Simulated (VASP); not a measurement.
Si13Sn3, 64 atoms in the cell. The typed cell holds 64 atoms: a = 11.281 Å, b = 11.281 Å, c = 11.281 Å, α = 90.00°, β = 90.00°, γ = 90.00°. 

```yaml
Program: VASP 6.6.1
Task: single point
Functional: PBEsol
Potentials_or_basis: VASP PAW PBE potentials, release 64 (Si, Sn_d)
Cutoff: 520 eV
k_mesh: 1 × 1 × 1, shifted
Occupations: fermi-dirac, width 0.05 eV
Spin: no spin polarisation
Dipole_correction: no
Further_INCAR_settings: LREAL = Auto; ALGO = Normal; EDIFF = 1e-07; NBANDS = 226
```

Potentials or basis: VASP PAW PBE potentials, release 64 (Si, Sn_d).

Run with:

```sh
$ cat potpaw_PBE.64/Si/POTCAR potpaw_PBE.64/Sn_d/POTCAR > POTCAR
$ mpirun -np 1 vasp_std > vasp.out
```

Hardware: 1 thread of Intel(R) Xeon(R) Platinum 8375C CPU @ 2.90GHz (Ice Lake), on a shared host.

**Question.** How long does it take, and how much memory?

**Answer.** It took 12 min on 1 thread of Intel(R) Xeon(R) Platinum 8375C CPU @ 2.90GHz (Ice Lake) (shared host), peak memory 1.1 GiB. Counts: scf iterations 19, k points 1.
